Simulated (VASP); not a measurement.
# AlN (P6_3/mmc) in VASP: notebook, part 2 of 2

VASP 6.6.1.

## Step 3: Single point, PBE (volume 11.149 Å^3 an atom, c/a of the conventional cell 1.3693)

Contents of INCAR:

```
SYSTEM = AlN
PREC = Accurate
ENCUT = 520
EDIFF = 1E-7
ISMEAR = 0
SIGMA = 0.05
LREAL = .False.
LASPH = .True.
NELM = 60
ALGO = Normal
ISIF = 2
LWAVE = .False.
LCHARG = .False.
GGA = PE
NBANDS = 16
```

Contents of KPOINTS:

```
Automatic mesh
0
Gamma
  9 9 6
  0 0 0
```

Contents of POSCAR:

```
AlN
1.0
    3.3503400504      0.0000000000      0.0000000000
   -1.6751700252      2.9014795949      0.0000000000
    0.0000000000      0.0000000000      4.5876206310
Al N
2 2
Direct
    0.3333333333      0.6666666667      0.7500000000
    0.6666666667      0.3333333333      0.2500000000
    0.3333333333      0.6666666667      0.2500000000
    0.6666666667      0.3333333333      0.7500000000
```

Potentials or basis: VASP PAW PBE potentials, release 64 (Al, N).

Launch:

```console
$ cat potpaw_PBE.64/Al/POTCAR potpaw_PBE.64/N/POTCAR > POTCAR
$ mpirun -np 1 vasp_std > vasp.out
```

OUTCAR:

```text
SYSTEM = AlN
   PREC = Accurate
   ENCUT = 520
   EDIFF = 1E-7
   ISMEAR = 0
   LREAL = .False.
   LASPH = .True.
   NELM = 60
   ISIF = 2
   GGA = PE

 ion  position               nearest neighbor table
   1  0.333  0.667  0.750-   4 1.93   4 1.93   4 1.93   3 2.29   3 2.29   2 3.00   2 3.00   2 3.00
                             2 3.00   2 3.00   2 3.00
   2  0.667  0.333  0.250-   3 1.93   3 1.93   3 1.93   4 2.29   4 2.29   1 3.00   1 3.00   1 3.00
                             1 3.00   1 3.00   1 3.00
   3  0.333  0.667  0.250-   2 1.93   2 1.93   2 1.93   1 2.29   1 2.29
   4  0.667  0.333  0.750-   1 1.93   1 1.93   1 1.93   2 2.29   2 2.29

  LATTYP: Found a hexagonal cell.
 ALAT       =     3.3503400504
 C/A-ratio  =     1.3693000000

  Lattice vectors:

 A1 = (   3.3503400504,   0.0000000000,   0.0000000000)
 A2 = (  -1.6751700252,   2.9014795949,   0.0000000000)
 A3 = (   0.0000000000,   0.0000000000,   4.5876206310)

Analysis of symmetry for initial positions (statically):
=====================================================================
 Subroutine PRICEL returns:
 Original cell was already a primitive cell.

 Routine SETGRP: Setting up the symmetry group for a
 hexagonal supercell.

 Subroutine GETGRP returns: Found 24 space group operations
 (whereof 12 operations were pure point group operations)
 out of a pool of 24 trial point group operations.

The static configuration has the point symmetry D_3d.
 The point group associated with its full space group is D_6h.

Analysis of symmetry for dynamics (positions and initial velocities):
=====================================================================
 Subroutine PRICEL returns:
 Original cell was already a primitive cell.

 Routine SETGRP: Setting up the symmetry group for a
 hexagonal supercell.

 Subroutine GETGRP returns: Found 24 space group operations
 (whereof 12 operations were pure point group operations)
 out of a pool of 24 trial point group operations.

The dynamic configuration has the point symmetry D_3d.
 The point group associated with its full space group is D_6h.

 Subroutine INISYM returns: Found 24 space group operations
 (whereof 12 operations are pure point group operations),
 and found     1 'primitive' translations

----------------------------------------------------------------------------------------

                                     Primitive cell

  volume of cell :      44.5960

  direct lattice vectors                    reciprocal lattice vectors
     3.350340050  0.000000000  0.000000000     0.298477165  0.172325872  0.000000000
    -1.675170025  2.901479595  0.000000000     0.000000000  0.344651743  0.000000000
     0.000000000  0.000000000  4.587620631     0.000000000  0.000000000  0.217977919

  length of vectors
     3.350340050  3.350340050  4.587620631     0.344651743  0.344651743  0.217977919

  position of ions in fractional coordinates (direct lattice)
     0.333333333  0.666666667  0.750000000
     0.666666667  0.333333333  0.250000000
     0.333333333  0.666666667  0.250000000
     0.666666667  0.333333333  0.750000000

  ion indices of the primitive-cell ions
   primitive index   ion index
                 1           1
                 2           2
                 3           3
                 4           4

----------------------------------------------------------------------------------------

 KPOINTS: Automatic mesh

[... 46 lines left out ...]
  0.333333  0.222222  0.166667     24.000000
  0.333333  0.333333  0.166667      4.000000
 [... further k-points ...]
   k-points           NKPTS =     48   k-points in BZ     NKDIM =     48   number of bands    NBANDS=     16
   number of dos      NEDOS =    301   number of ions     NIONS =      4
   total plane-waves  NPLWV =  28224
   dimension x,y,z NGX =    28 NGY =   28 NGZ =   36
   dimension x,y,z NGXF=    56 NGYF=   56 NGZF=   72
   ions per type =               2   2
   NGX,Y,Z   is equivalent  to a cutoff of  13.89, 13.89, 13.05 a.u.
   NGXF,Y,Z  is equivalent  to a cutoff of  27.79, 27.79, 26.09 a.u.
 SYSTEM =  AlN
   PREC   = accura    normal or accurate (medium, high low for compatibility)
   ISTART =      0    job   : 0-new  1-cont  2-samecut
   ICHARG =      2    charge: 1-file 2-atom 10-const
   ISPIN  =      1    spin polarized calculation?
   LNONCOLLINEAR =      F non collinear calculations
   LSORBIT =      F    spin-orbit coupling
   LASPH  =      T    aspherical Exc in radial PAW
   ENCUT  =  520.0 eV  38.22 Ry    6.18 a.u.   6.23  6.23  8.53*2*pi/ulx,y,z
   NELM   =     60;   NELMIN=  2; NELMDL= -5     # of ELM steps
   EDIFF  = 0.1E-06   stopping-criterion for ELM
   LREAL  =      F    real-space projection
   EDIFFG = 0.1E-05   stopping-criterion for IOM
   NSW    =      0    number of steps for IOM
   IBRION =     -1    ionic relax: 0-MD 1-quasi-New 2-CG
   NFREE  =      0    steps in history (QN), initial steepest desc. (CG)
   ISIF   =      2    stress and relaxation
   ISYM   =      2    0-nonsym 1-usesym 2-fastsym
   POTIM  = 0.5000    time-step for ionic-motion
   TEBEG  =    0.0;   TEEND  =   0.0 temperature during run
   PSTRESS=    0.0 pullay stress
   NELECT =      16.0000    total number of electrons
   NUPDOWN=      -1.0000    fix difference up-down
   EMIN   =  10.00;   EMAX   =-10.00  energy-range for DOS
   EFERMI =   0.00;   METHOD = LEGACY
   ISMEAR =     0;   SIGMA  =   0.05  broadening in eV -4-tet -1-fermi 0-gaus
   EFERMI_NEDOS =   21; number of points for ismear=-14 and -15
   IALGO  =     38    algorithm
   IMIX   =      4    mixing-type and parameters
     AMIX     =   0.40;   BMIX     =  1.00
     AMIX_MAG =   1.60;   BMIX_MAG =  1.00
  volume/ion in A,a.u.               =      11.15        75.24
  Fermi-wavevector in a.u.,A,eV,Ry     =   1.163276  2.198273 18.411562  1.353212
  Thomas-Fermi vector in A             =   2.299828
   LORBIT       =      0    0 simple, 1 ext, 2 COOP (PROOUT), +10 PAW based schemes
   GGA     = PE    functional components
   LHFCALC =     F    Hartree Fock is set to
   AEXX    =    0.0000 exact exchange contribution
   IVDW    =     0    specifies the selected vdW correction
   LEPSILON=     F    determine dielectric tensor
   LRPA    =     F    only Hartree local field effects (RPA)
 non-spin polarized calculation
 Gauss-broadening in eV      SIGMA  =   0.05
  energy-cutoff  :      520.00
  volume of cell :       44.60
 maximum number of plane-waves:      1229
 NGX is ok and might be reduce to    28
   NGX = 13   NGY = 13   NGZ = 17

 number of electron      16.0000003 magnetization

 Free energy of the ion-electron system (eV)
  ---------------------------------------------------
  ext. energy  EPLUGINS =         0.00000000
  ---------------------------------------------------
  free energy    TOTEN  =       -29.02963198 eV

  energy without entropy =      -29.02963198  energy(sigma->0) =      -29.02963198

 E-fermi :   7.1725     XC(G=0): -10.6681

 val. band max:        6.9559875326   @ k =   0.0000   0.0000   0.0000
 cond. band min:       9.1388640557   @ k =   0.0000   0.0000   0.0000
 fundamental gap:      2.1828765231
 Fermi energy:         7.1725306316

 k-point     1 :       0.0000    0.0000    0.0000
  band No.  band energies     occupation
      1      -9.1927      2.00000
      2      -6.5116      2.00000
      3       0.4594      2.00000
      4       3.9655      2.00000
      5       3.9655      2.00000
      6       5.1467      2.00000
[... 433 lines left out ...]
      3       0.9047      2.00000
      4       1.4817      2.00000
      5       1.4817      2.00000
      6       3.5150      2.00000
[... 8 lines left out ...]
     15      17.2061      0.00000
     16      18.5737      0.00000

 [... further k-points ...]

------------------------ aborting loop because EDIFF is reached ----------------------------------------

  FORCE on cell =-STRESS in cart. coord.  units (eV):
  Direction    XX          YY          ZZ          XY          YZ          ZX
  --------------------------------------------------------------------------------------
  -------------------------------------------------------------------------------------
  Total       -4.2566892     -4.2566892     -4.6014661      0.0000000      0.0000000      0.0000000
  in kB     -152.9278612   -152.9278612   -165.3144811      0.0000000      0.0000000      0.0000000
  external PRESSURE =    -157.0567345 kB  Pullay stress =       0.0000000 kB

 VOLUME and BASIS-vectors are now :
 -----------------------------------------------------------------------------
  energy-cutoff  :      520.00
  volume of cell :       44.60
      direct lattice vectors                 reciprocal lattice vectors
     3.350340050  0.000000000  0.000000000     0.298477165  0.172325872  0.000000000
    -1.675170025  2.901479595  0.000000000     0.000000000  0.344651743  0.000000000
     0.000000000  0.000000000  4.587620631     0.000000000  0.000000000  0.217977919

 POSITION                                       TOTAL-FORCE (eV/Angst)
 -----------------------------------------------------------------------------------
     -0.00000      1.93432      3.44072         0.000000     -0.000000      0.000000
      1.67517      0.96716      1.14691        -0.000000      0.000000     -0.000000
     -0.00000      1.93432      1.14691        -0.000000     -0.000000     -0.000000
      1.67517      0.96716      3.44072         0.000000      0.000000     -0.000000
 -----------------------------------------------------------------------------------
    total drift:                               -0.000000      0.000000     -0.000000

  FREE ENERGIE OF THE ION-ELECTRON SYSTEM (eV)
  ---------------------------------------------------
  free  energy   TOTEN  =       -29.0296319798 eV

  energy  without entropy=      -29.0296319798  energy(sigma->0) =      -29.02963198
```

OSZICAR:

```text
N       E                     dE             d eps       ncg     rms          rms(c)
DAV:   1     0.407390384182E+02    0.40739E+02   -0.71287E+03  1536   0.890E+02
DAV:   2    -0.296961343373E+02   -0.70435E+02   -0.64065E+02  2256   0.178E+02
DAV:   3    -0.332779964622E+02   -0.35819E+01   -0.35667E+01  1776   0.417E+01
DAV:   4    -0.333013537411E+02   -0.23357E-01   -0.23355E-01  1952   0.383E+00
DAV:   5    -0.333016875004E+02   -0.33376E-03   -0.33376E-03  1784   0.461E-01    0.113E+01
DAV:   6    -0.290264416994E+02    0.42752E+01   -0.96178E+00  1928   0.226E+01    0.378E+00
DAV:   7    -0.290473580061E+02   -0.20916E-01   -0.57780E-01  1624   0.541E+00    0.273E+00
DAV:   8    -0.290368215727E+02    0.10536E-01   -0.82176E-02  1592   0.262E+00    0.918E-01
DAV:   9    -0.290290823603E+02    0.77392E-02   -0.14321E-02  1912   0.969E-01    0.298E-01
DAV:  10    -0.290297353909E+02   -0.65303E-03   -0.31504E-03  1680   0.361E-01    0.162E-01
DAV:  11    -0.290296281019E+02    0.10729E-03   -0.20438E-04  1800   0.114E-01    0.427E-02
DAV:  12    -0.290296322771E+02   -0.41752E-05   -0.17699E-05  1688   0.331E-02    0.678E-03
DAV:  13    -0.290296319691E+02    0.30796E-06   -0.51710E-06  1824   0.168E-02    0.646E-03
DAV:  14    -0.290296319798E+02   -0.10718E-07   -0.45376E-07  1712   0.600E-03
   1 F= -.29029632E+02 E0= -.29029632E+02  d E =-.414928E-12
```

Run time: 47 s. Hardware: 1 thread of AMD EPYC 7R43 (Zen 3), shared host; peak memory 0.14 GiB.

Results:

| Property | Result |
| --- | --- |
| Free energy | -29.0296 eV |
| Pressure | -15.7 GPa |
| Band gap on the k mesh | 2.18 eV, direct |

Stress tensor (GPa, compression positive):
```
-15.29   0.00   0.00
  0.00 -15.29   0.00
  0.00   0.00 -16.53
```
